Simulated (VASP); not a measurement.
# Al32H in VASP: notebook

Runs on Al32H. Level: PBE+D3(BJ). Tasks: single point.

Everything below comes from runs of VASP 6.6.1. Logs are shortened: lines on timing, memory, paths and dates and some standing lists are left out, and cuts for length are marked.

## Step 1: The cell of the first run

The cell holds a slab with vacuum, 33 atoms: a = 5.629 Å, b = 5.629 Å, c = 33.555 Å, α = 90.00°, β = 90.00°, γ = 120.00°.

## Step 2: Single point, PBE+D3(BJ)

Contents of INCAR:

```
SYSTEM = Al32H
PREC = Accurate
ENCUT = 520
EDIFF = 1E-6
ISMEAR = 0
SIGMA = 0.1
LREAL = Auto
LASPH = .True.
NELM = 60
ALGO = Normal
ISIF = 2
LWAVE = .False.
LCHARG = .True.
LDIPOL = .True.
IDIPOL = 3
DIPOL = 0.5 0.5 0.370
GGA = PE
IVDW = 12
LELF = .True.
LVHAR = .True.
LVACPOTAV = .True.
NBANDS = 70
```

Contents of KPOINTS:

```
regular mesh
0
Gamma
  6 6 1
  0 0 0
```

Contents of POSCAR:

```
Al32H
1.0
    5.6288445222      0.0000000000      0.0000000000
   -2.8144222611      4.8747223502      0.0000000000
    0.0000000000      0.0000000000     33.5549453352
Al H
32 1
Direct
    0.1666666667      0.3333333333      0.1192074658
    0.1666666667      0.8333333333      0.1192074658
    0.6666666667      0.3333333333      0.1192074658
    0.6666666667      0.8333333333      0.1192074658
    0.0000000000      0.0000000000      0.1880575786
    0.0000000000      0.5000000000      0.1880575786
    0.5000000000      0.0000000000      0.1880575786
    0.5000000000      0.5000000000      0.1880575786
    0.3333333333      0.1666666667      0.2569076914
    0.3333333333      0.6666666667      0.2569076914
    0.8333333333      0.1666666667      0.2569076914
    0.8333333333      0.6666666667      0.2569076914
    0.0000000000      0.0000000000      0.3257578042
    0.0000000000      0.5000000000      0.3257578042
    0.5000000000      0.0000000000      0.3257578042
    0.5000000000      0.5000000000      0.3257578042
    0.1666666667      0.3333333333      0.3941383343
    0.1666666667      0.8333333333      0.3941383343
    0.6666666667      0.3333333333      0.3941383343
    0.6666666667      0.8333333333      0.3941383343
    0.0000000000      0.0000000000      0.4632563468
    0.0000000000      0.5000000000      0.4632563468
    0.5000000000      0.0000000000      0.4632563468
    0.5000000000      0.5000000000      0.4632563468
    0.3333333333      0.1666666667      0.5326957441
    0.3333333333      0.6666666667      0.5326957441
    0.8333333333      0.1666666667      0.5326957441
    0.8333333333      0.6666666667      0.5326957441
    0.0000000000      0.0000000000      0.6036351761
    0.0000000000      0.5000000000      0.6036351761
    0.5000000000      0.0000000000      0.6036351761
    0.5000000000      0.5000000000      0.6036351761
    0.0000000000      0.2500000000      0.6781398422
```

Potentials or basis: VASP PAW PBE potentials, release 64 (Al, H).

On the command line:

```sh
$ cat potpaw_PBE.64/Al/POTCAR potpaw_PBE.64/H/POTCAR > POTCAR
$ mpirun -np 1 vasp_std > vasp.out
```

OUTCAR:

```text
SYSTEM = Al32H
   PREC = Accurate
   ENCUT = 520
   EDIFF = 1E-6
   ISMEAR = 0
   LREAL = Auto
   LASPH = .True.
   NELM = 60
   ISIF = 2
   GGA = PE
   IVDW = 12
 IVDW          = 12

 ion  position               nearest neighbor table
   1  0.167  0.333  0.119-   3 2.81   3 2.81   4 2.81   2 2.81   2 2.81   4 2.81   8 2.82   5 2.82
                             6 2.82
   2  0.167  0.833  0.119-   4 2.81   4 2.81   1 2.81   1 2.81   3 2.81   3 2.81   7 2.82   6 2.82
                             5 2.82
   3  0.667  0.333  0.119-   1 2.81   1 2.81   4 2.81   4 2.81   2 2.81   2 2.81   6 2.82   7 2.82
                             8 2.82
   4  0.667  0.833  0.119-   2 2.81   2 2.81   3 2.81   3 2.81   1 2.81   1 2.81   5 2.82   8 2.82
                             7 2.82
   5  0.000  0.000  0.188-   7 2.81   7 2.81   8 2.81   6 2.81   6 2.81   8 2.81   9 2.82   4 2.82
                            12 2.82   1 2.82   2 2.82  11 2.82
   6  0.000  0.500  0.188-   8 2.81   8 2.81   5 2.81   5 2.81   7 2.81   7 2.81  10 2.82   3 2.82
                            11 2.82   2 2.82  12 2.82   1 2.82
   7  0.500  0.000  0.188-   5 2.81   5 2.81   8 2.81   8 2.81   6 2.81   6 2.81  11 2.82   2 2.82
                             3 2.82  10 2.82   9 2.82   4 2.82
   8  0.500  0.500  0.188-   6 2.81   6 2.81   7 2.81   7 2.81   5 2.81   5 2.81  12 2.82   1 2.82
                             4 2.82   9 2.82   3 2.82  10 2.82
   9  0.333  0.167  0.257-  11 2.81  11 2.81  12 2.81  10 2.81  10 2.81  12 2.81  13 2.82   5 2.82
[... 32 lines left out ...]
                            23 2.84  29 2.88  32 2.88  31 2.88
  26  0.333  0.667  0.533-  28 2.81  28 2.81  25 2.81  25 2.81  27 2.81  27 2.81  22 2.84  23 2.84
                            24 2.84  30 2.88  31 2.88  32 2.88
  27  0.833  0.167  0.533-  25 2.81  25 2.81  28 2.81  28 2.81  26 2.81  26 2.81  23 2.84  22 2.84
                            21 2.84  31 2.88  30 2.88  29 2.88
  28  0.833  0.667  0.533-  26 2.81  26 2.81  27 2.81  27 2.81  25 2.81  25 2.81  24 2.84  21 2.84
                            22 2.84  32 2.88  29 2.88  30 2.88
  29  0.000  0.000  0.604-  31 2.81  31 2.81  32 2.81  30 2.81  30 2.81  32 2.81  25 2.88  28 2.88
                            27 2.88
  30  0.000  0.500  0.604-  32 2.81  32 2.81  29 2.81  29 2.81  31 2.81  31 2.81  26 2.88  27 2.88
                            28 2.88
  31  0.500  0.000  0.604-  29 2.81  29 2.81  32 2.81  32 2.81  30 2.81  30 2.81  27 2.88  26 2.88
                            25 2.88
  32  0.500  0.500  0.604-  30 2.81  30 2.81  31 2.81  31 2.81  29 2.81  29 2.81  28 2.88  25 2.88
                            26 2.88
  33  0.000  0.250  0.678-

  LATTYP: Found a hexagonal cell.
 ALAT       =     5.6288445222
 C/A-ratio  =     5.9612492764

  Lattice vectors:

 A1 = (   5.6288445222,   0.0000000000,   0.0000000000)
 A2 = (  -2.8144222611,   4.8747223502,   0.0000000000)
 A3 = (   0.0000000000,   0.0000000000,  33.5549453352)

Analysis of symmetry for initial positions (statically):
=====================================================================
 Subroutine PRICEL returns:
 Original cell was already a primitive cell.

 Routine SETGRP: Setting up the symmetry group for a
 hexagonal supercell.

 Subroutine GETGRP returns: Found  2 space group operations
 (whereof  1 operations were pure point group operations)
 out of a pool of 24 trial point group operations.

The static configuration has the point symmetry C_1 .
 The point group associated with its full space group is C_1h.

Analysis of symmetry for dynamics (positions and initial velocities):
=====================================================================
 Subroutine PRICEL returns:
 Original cell was already a primitive cell.

 Routine SETGRP: Setting up the symmetry group for a
 hexagonal supercell.

 Subroutine GETGRP returns: Found  2 space group operations
 (whereof  1 operations were pure point group operations)
 out of a pool of 24 trial point group operations.

The dynamic configuration has the point symmetry C_1 .
 The point group associated with its full space group is C_1h.

 Subroutine INISYM returns: Found  2 space group operations
 (whereof  1 operations are pure point group operations),
 and found     1 'primitive' translations

----------------------------------------------------------------------------------------

                                     Primitive cell

  volume of cell :     920.7160

  direct lattice vectors                    reciprocal lattice vectors
     5.628844522  0.000000000  0.000000000     0.177656355  0.102569944  0.000000000
    -2.814422261  4.874722350  0.000000000     0.000000000  0.205139889  0.000000000
[... 98 lines left out ...]
 ===========================================

 Found     13 irreducible k-points:

 Following reciprocal coordinates:
            Coordinates               Weight
  0.000000  0.000000  0.000000      1.000000
  0.166667  0.000000  0.000000      2.000000
  0.000000  0.166667  0.000000      4.000000
  0.333333  0.000000  0.000000      2.000000
  0.000000  0.333333  0.000000      4.000000
  0.500000  0.000000  0.000000      1.000000
  0.000000  0.500000  0.000000      2.000000
  0.166667  0.166667  0.000000      4.000000
 -0.166667  0.333333  0.000000      2.000000
  0.333333  0.166667  0.000000      4.000000
 -0.166667  0.500000  0.000000      4.000000
  0.500000  0.333333  0.000000      4.000000
  0.333333  0.333333  0.000000      2.000000
   k-points           NKPTS =     13   k-points in BZ     NKDIM =     13   number of bands    NBANDS=     70
   number of dos      NEDOS =    301   number of ions     NIONS =     33
   total plane-waves  NPLWV = 441000
   dimension x,y,z NGX =    42 NGY =   42 NGZ =  250
   dimension x,y,z NGXF=    84 NGYF=   84 NGZF=  500
   ions per type =              32   1
   NGX,Y,Z   is equivalent  to a cutoff of  12.40, 12.40, 12.39 a.u.
   NGXF,Y,Z  is equivalent  to a cutoff of  24.81, 24.81, 24.77 a.u.
 SYSTEM =  Al32H
   PREC   = accura    normal or accurate (medium, high low for compatibility)
   ISTART =      0    job   : 0-new  1-cont  2-samecut
   ICHARG =      2    charge: 1-file 2-atom 10-const
   ISPIN  =      1    spin polarized calculation?
   LNONCOLLINEAR =      F non collinear calculations
   LSORBIT =      F    spin-orbit coupling
   LASPH  =      T    aspherical Exc in radial PAW
   ENCUT  =  520.0 eV  38.22 Ry    6.18 a.u.  10.47 10.47 62.39*2*pi/ulx,y,z
   NELM   =     60;   NELMIN=  2; NELMDL= -5     # of ELM steps
   EDIFF  = 0.1E-05   stopping-criterion for ELM
   LREAL  =      T    real-space projection
   EDIFFG = 0.1E-04   stopping-criterion for IOM
   NSW    =      0    number of steps for IOM
   IBRION =     -1    ionic relax: 0-MD 1-quasi-New 2-CG
   NFREE  =      0    steps in history (QN), initial steepest desc. (CG)
   ISIF   =      2    stress and relaxation
   ISYM   =      2    0-nonsym 1-usesym 2-fastsym
   POTIM  = 0.5000    time-step for ionic-motion
   TEBEG  =    0.0;   TEEND  =   0.0 temperature during run
   PSTRESS=    0.0 pullay stress
   NELECT =      97.0000    total number of electrons
   NUPDOWN=      -1.0000    fix difference up-down
   EMIN   =  10.00;   EMAX   =-10.00  energy-range for DOS
   EFERMI =   0.00;   METHOD = LEGACY
   ISMEAR =     0;   SIGMA  =   0.10  broadening in eV -4-tet -1-fermi 0-gaus
   EFERMI_NEDOS =   21; number of points for ismear=-14 and -15
   IALGO  =     38    algorithm
   IMIX   =      4    mixing-type and parameters
     AMIX     =   0.40;   BMIX     =  1.00
     AMIX_MAG =   1.60;   BMIX_MAG =  1.00
  volume/ion in A,a.u.               =      27.90       188.28
  Fermi-wavevector in a.u.,A,eV,Ry     =   0.773197  1.461131  8.134021  0.597834
  Thomas-Fermi vector in A             =   1.874990
   LORBIT       =      0    0 simple, 1 ext, 2 COOP (PROOUT), +10 PAW based schemes
   GGA     = PE    functional components
   LHFCALC =     F    Hartree Fock is set to
   AEXX    =    0.0000 exact exchange contribution
   IVDW    =    12    specifies the selected vdW correction
   LEPSILON=     F    determine dielectric tensor
   LRPA    =     F    only Hartree local field effects (RPA)
 non-spin polarized calculation
 Gauss-broadening in eV      SIGMA  =   0.10
  energy-cutoff  :      520.00
  volume of cell :      920.72
 maximum number of plane-waves:     24893
 NGX is ok and might be reduce to    42
   NGX = 21   NGY = 21   NGZ =125

 dipolmoment           0.000000      0.000000     -0.017022 electrons x Angstroem

 number of electron      97.0000000 magnetization

 dipolmoment           0.000000      0.000000      0.229021 electrons x Angstroem

 Free energy of the ion-electron system (eV)
  ---------------------------------------------------
  ext. energy  EPLUGINS =         0.00000000
  ---------------------------------------------------
  free energy    TOTEN  =      -118.16003292 eV

  energy without entropy =     -118.11065302  energy(sigma->0) =     -118.13534297

 E-fermi :   2.5045     XC(G=0):  -6.4026

 val. band max:        2.4977377443   @ k =   0.1667   0.0000   0.0000
 cond. band min:       2.5159550471   @ k =   0.0000   0.1667   0.0000
 fundamental gap:      0.0182173028
 Fermi energy:         2.5045040664

 k-point     1 :       0.0000    0.0000    0.0000
  band No.  band energies     occupation
      1      -8.7281      2.00000
      2      -8.4098      2.00000
      3      -7.9279      2.00000
      4      -7.2482      2.00000
      5      -6.4172      2.00000
      6      -5.4057      2.00000
[... 808 lines left out ...]
     59       5.1559      0.00000
     60       5.1900      0.00000
 [bands above 60 left out]

------------------------ aborting loop because EDIFF is reached ----------------------------------------

 Edisp (eV)   -9.84855

 E8    (eV) :    -4.4681

  FORCE on cell =-STRESS in cart. coord.  units (eV):
  Direction    XX          YY          ZZ          XY          YZ          ZX
  --------------------------------------------------------------------------------------
  -------------------------------------------------------------------------------------
  Total      -4.41931    -4.67347    -3.13785     0.22012    -0.03296    -0.05710
  in kB      -7.69022    -8.13251    -5.46032     0.38303    -0.05736    -0.09936
  external pressure =       -7.09 kB  Pullay stress =        0.00 kB

 VOLUME and BASIS-vectors are now :
 -----------------------------------------------------------------------------
  energy-cutoff  :      520.00
  volume of cell :      920.72
      direct lattice vectors                 reciprocal lattice vectors
     5.628844522  0.000000000  0.000000000     0.177656355  0.102569944  0.000000000
    -2.814422261  4.874722350  0.000000000     0.000000000  0.205139889  0.000000000
     0.000000000  0.000000000 33.554945335     0.000000000  0.000000000  0.029801866

 POSITION                                       TOTAL-FORCE (eV/Angst)
 -----------------------------------------------------------------------------------
      0.00000      1.62491      4.00000         0.011214      0.006474     -0.085235
     -1.40721      4.06227      4.00000        -0.002225     -0.001285     -0.094179
      2.81442      1.62491      4.00000        -0.010997      0.006078     -0.090422
      1.40721      4.06227      4.00000        -0.000235     -0.012563     -0.090422
      0.00000      0.00000      6.31026         0.003908     -0.002097      0.081989
     -1.40721      2.43736      6.31026         0.000138      0.004433      0.081989
[... 25 lines left out ...]
      1.40721      2.43736     20.25495         0.046249      0.026702      0.038685
     -0.70361      1.21868     22.75495         0.005037      0.002908     -1.305909
 -----------------------------------------------------------------------------------
    total drift:                                0.000039      0.000023      0.009988

  FREE ENERGIE OF THE ION-ELECTRON SYSTEM (eV)
  ---------------------------------------------------
  free  energy   TOTEN  =      -128.0085849797 eV

  energy  without entropy=     -127.9592050791  energy(sigma->0) =     -127.98389503

 vacuum level on the upper side and lower side of the slab         8.128         6.604
```

Wall time 37 min (1 thread of Intel Xeon Platinum 8488C (Sapphire Rapids), shared host); peak memory 1.1 GiB.

What came out:

```
Free energy                : -128.0086 eV
Largest force              : 1.306 eV/Å
Dispersion energy per atom : -0.298 eV
```

Forces on the atoms (eV/Å):
```
Al   0.011  0.006 -0.085
Al  -0.002 -0.001 -0.094
Al  -0.011  0.006 -0.090
Al   0.000 -0.013 -0.090
Al   0.004 -0.002  0.082
Al   0.000  0.004  0.082
Al  -0.001  0.000  0.077
Al  -0.003 -0.002  0.078
Al   0.003 -0.005  0.008
Al  -0.003  0.005  0.008
Al  -0.001 -0.001  0.024
Al   0.008  0.004 -0.009
Al  -0.017  0.004  0.014
Al  -0.005 -0.017  0.014
Al   0.018  0.010 -0.007
Al   0.003  0.002 -0.001
Al  -0.014 -0.008  0.007
Al  -0.003 -0.002  0.034
Al   0.019 -0.001  0.034
Al   0.009  0.017  0.034
Al  -0.031  0.029 -0.031
Al   0.010 -0.042 -0.031
Al   0.025  0.015  0.039
Al  -0.002 -0.001 -0.001
Al  -0.011  0.007 -0.060
Al   0.000 -0.013 -0.060
Al   0.025  0.015  0.029
Al  -0.034 -0.020 -0.047
Al  -0.113  0.143  0.617
Al   0.068 -0.169  0.617
Al  -0.003 -0.002  0.075
Al   0.046  0.027  0.039
H    0.005  0.003 -1.306
```

## Step 3: Single point, PBE+D3(BJ)

Contents of INCAR:

```
SYSTEM = Al32H
  PREC = Accurate
  ENCUT = 520
  EDIFF = 1E-6
  ISMEAR = 0
  SIGMA = 0.1
  LREAL = Auto
  LASPH = .True.
  NELM = 60
  ALGO = Normal
  ISIF = 2
  LWAVE = .False.
  LCHARG = .False.
  LDIPOL = .True.
  IDIPOL = 3
  DIPOL = 0.5 0.5 0.370
  GGA = PE
  IVDW = 12
  NBANDS = 70
```

Contents of KPOINTS:

```
Automatic mesh
0
Gamma
  6 6 1
  0 0 0
```

POSCAR: that of step 2 with these lines changed.

```diff
@@ -40,2 +40,2 @@
     0.5000000000      0.5000000000      0.6036351761
-    0.0000000000      0.2500000000      0.6781398422
+    0.1666666667      0.0833333333      0.6781398422
```

Potentials or basis: VASP PAW PBE potentials, release 64 (Al, H).

On the command line:

```sh
$ cat potpaw_PBE.64/Al/POTCAR potpaw_PBE.64/H/POTCAR > POTCAR
$ mpirun -np 1 vasp_std > vasp.out
```

Run time: 43 min. Hardware: 1 thread of Intel Xeon Platinum 8559C (Emerald Rapids), shared host; peak memory 1.1 GiB.

Results (log left out):

```
Free energy                : -128.0763 eV
Largest force              : 1.439 eV/Å
Dispersion energy per atom : -0.298 eV
```

Forces on the atoms (eV/Å):
```
Al  -0.010  0.012 -0.089
Al   0.005 -0.015 -0.089
Al   0.009  0.005 -0.092
Al  -0.003 -0.002 -0.094
Al  -0.002 -0.001  0.081
Al   0.003  0.002  0.077
Al   0.003  0.003  0.081
Al   0.004  0.001  0.081
Al  -0.003 -0.002  0.024
Al   0.002  0.001  0.004
Al   0.001 -0.008  0.004
Al  -0.006  0.005  0.004
Al   0.013  0.007  0.025
Al  -0.005 -0.003 -0.002
Al  -0.015  0.013  0.002
Al   0.004 -0.019  0.002
Al   0.010 -0.023  0.015
Al  -0.015  0.020  0.015
Al  -0.009 -0.005  0.046
Al   0.013  0.008  0.028
Al   0.026  0.015 -0.053
Al  -0.027 -0.016  0.006
Al  -0.027  0.030  0.012
Al   0.012 -0.039  0.012
Al  -0.036 -0.021  0.031
Al   0.002  0.001 -0.075
Al   0.021  0.023 -0.044
Al   0.030  0.007 -0.044
Al   0.228  0.132  1.196
Al  -0.010 -0.005 -0.011
Al  -0.029  0.001  0.137
Al  -0.014 -0.025  0.137
H   -0.176 -0.102 -1.425
```

Levels at points of the mesh, in eV from the Fermi level:
```csv
k point,band 45,band 46,band 47,band 48,band 49,band 50,band 51,band 52
"(0.00, 0.00, 0.00)",-1.72,-1.71,-1.10,-0.76,-0.75,-0.75,-0.60,-0.59
"(0.50, 0.00, 0.00)",-0.23,-0.18,-0.11,0.07,0.08,0.43,0.46,0.62
"(0.00, 0.50, 0.00)",-0.22,-0.18,-0.13,0.07,0.08,0.43,0.48,0.61
```
